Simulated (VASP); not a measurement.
Set up this calculation in VASP 6.6.1, as the native input.

```yaml
Task: relaxation of cell and atoms
Functional: PBE
Potentials_or_basis: VASP PAW PBE potentials, release 64 (Cs_sv, Sb)
Cutoff: 600 eV
k_mesh: 4 × 4 × 2
Occupations: gaussian, width 0.1 eV
Spin: no spin polarisation
Dipole_correction: no
Further_INCAR_settings: ALGO = Normal; EDIFF = 1e-07; IBRION = 2; EDIFFG = -0.04; NSW = 90; ISIF = 3
```

The structure of CsSb2 lies in POSCAR:

```
CsSb2
1.0
    4.9691584707      0.0000000000      0.0000000000
    0.0000000000      4.9691584707      0.0000000000
    0.0000000000      0.0000000000      7.5819499612
Cs Sb
2 4
Direct
    0.0000000000      0.5000000000      0.7000000000
    0.5000000000      0.0000000000      0.3000000000
    0.0000000000      0.0000000000      0.0000000000
    0.5000000000      0.5000000000      0.0000000000
    0.0000000000      0.5000000000      0.2700000000
    0.5000000000      0.0000000000      0.7300000000
```

One way to write it, as run:

INCAR

```
SYSTEM = CsSb2
PREC     = Accurate       ! precision mode
ENCUT    = 600            ! plane-wave cutoff, eV
EDIFF    = 1E-7           ! SCF threshold, eV
ISMEAR   = 0              ! smearing method
SIGMA    = 0.1            ! smearing width, eV
LREAL    = .False.        ! projectors in reciprocal space
LASPH    = .True.         ! aspherical terms in the spheres
NELM     = 60             ! most SCF steps
ALGO     = Normal         ! electronic algorithm
ISIF     = 3              ! what is computed and relaxed
LWAVE    = .False.        ! write WAVECAR
LCHARG   = .False.        ! write CHGCAR
GGA      = PE             ! functional
IBRION   = 2              ! ionic algorithm
NSW      = 90             ! ionic steps
EDIFFG   = -0.04          ! ionic threshold
```

KPOINTS

```
regular mesh
0
Gamma
  4 4 2
  0 0 0
```

Potentials or basis: VASP PAW PBE potentials, release 64 (Cs_sv, Sb).

Run with:

```sh
$ cat potpaw_PBE.64/Cs_sv/POTCAR potpaw_PBE.64/Sb/POTCAR > POTCAR
$ mpirun -np 1 vasp_std > vasp.out
```

It gave:

```json
{"Relaxed volume": "45.19 Å³/atom", "Relaxed cell": "a = 5.766 Å, b = 5.766 Å, c = 8.155 Å, α = 90.00°, β = 90.00°, γ = 90.00°", "Space group after relaxing (to 0.1 Å)": "P4/nmm (No. 129)", "Energy gained by relaxing": "682.5 meV/atom", "Ionic steps": "22", "Pressure after relaxing": "-0.1 GPa", "Largest force after relaxing": "0.010 eV/Å", "Band gap on the k mesh": "zero (bands 19 and 20 overlap by 1.02 eV)"}
```

Caveat: the k points lie up to 0.39 Å⁻¹ apart in the final cell, too coarse for converged energies and pressures of a metal; the volume moved by over 15 % at a fixed basis, so the end points are rough; spin-orbit coupling is left out, which moves the levels of the heavy elements.

Wall time 24 min on 1 thread of Oxide Virtual Turin-like Processor, with other jobs on the host, peak memory 0.32 GiB.
